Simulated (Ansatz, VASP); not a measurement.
Two plane-wave programs on KCl

File POSCAR:

```
KCl
1.0
    0.0000000000      3.1878756700      3.1878756700
    3.1878756700      0.0000000000      3.1878756700
    3.1878756700      3.1878756700      0.0000000000
K Cl
1 1
Direct
    0.0000000000      0.0000000000      0.0000000000
    0.5000000000      0.5000000000      0.5000000000
```

Contents of INCAR.step1:

```
SYSTEM = KCl
ALGO = Normal ; EDIFF = 1E-4
ENCUT = 520 ; GGA = PE
ISMEAR = -1 ; LASPH = .True.
LCHARG = .False. ; LREAL = .False.
LWAVE = .True. ; NELM = 60
PREC = Accurate ; SIGMA = 0.02
```

Contents of INCAR.step2:

```
SYSTEM = KCl
ALGO = Normal ; EDIFF = 1E-6
EDIFFG = -0.01 ; ENCUT = 520
IBRION = 2 ; ISIF = 2
ISMEAR = -1 ; ISTART = 1
LASPH = .True. ; LCHARG = .False.
LMIXTAU = .True. ; LREAL = .False.
LWAVE = .False. ; METAGGA = R2SCAN
NELM = 60 ; NSW = 50
PREC = Accurate ; SIGMA = 0.02
```

Contents of KPOINTS:

```
k-points
0
Gamma
  8 8 8
  0 0 0
```

Input for Ansatz:

```yaml
crystal:
  lattice:
    - [0.0, 3.18787567, 3.18787567]
    - [3.18787567, 0.0, 3.18787567]
    - [3.18787567, 3.18787567, 0.0]
  atoms:
    - { symbol: K, position: [0.0, 0.0, 0.0] }
    - { symbol: Cl, position: [0.5, 0.5, 0.5] }
  symmetry: { tolerance: 0.0003 }
hamiltonian:
  xc: r2scan
  pseudopotentials: { kind: paw, azcp: { folder: soft_1 } }
basis:
  ecutwfc: 500
magnetization:
  spin_polarized: false
scf:
  occupations: { method: fermi_dirac, width: 0.02 }
kpoints:
  mp_grid: { grid: [8, 8, 8], shift: [0, 0, 0] }
  band_path:
    path:
      - [0.0, 0.0, 0.0]
      - [0.5, 0.0, 0.5]
      - [0.625, 0.25, 0.625]
      - [0.375, 0.375, 0.75]
      - [0.0, 0.0, 0.0]
      - [0.5, 0.5, 0.5]
      - [0.5, 0.25, 0.75]
      - [0.5, 0.0, 0.5]
    npoints: 10
output:
  forces: true
  stress: true
  eigenvalues: true
  write_potential: true
  elf: true
  volumetric_format: npy
  dos: { e_range: [-12, 8], de: 0.05 }
relax:
  max_steps: 30
```

Alike in both runs: task relaxation of the atoms; functional r2SCAN; k mesh 8 × 8 × 8; occupations fermi-dirac, width 0.02 eV; no spin polarisation.

```csv
,VASP,Ansatz
version,VASP 6.6.1,Ansatz 0.2.0
potentials or method,"VASP PAW PBE potentials, release 64 (K_sv, Cl), cutoff 520 eV",PAW plane waves
valence electrons in the cell,16,16
```

```csv
,VASP,Ansatz,Ansatz less VASP
"gap on the k mesh at the Fermi level, each at its own relaxed structure (eV)",5.69,5.69,-0.004
```

VASP's potentials were made for PBE, not for r2SCAN. Ansatz's warnings: stress scf threshold loose.

Noted on VASP's run: the relaxation stopped at its first step, so nothing moved.
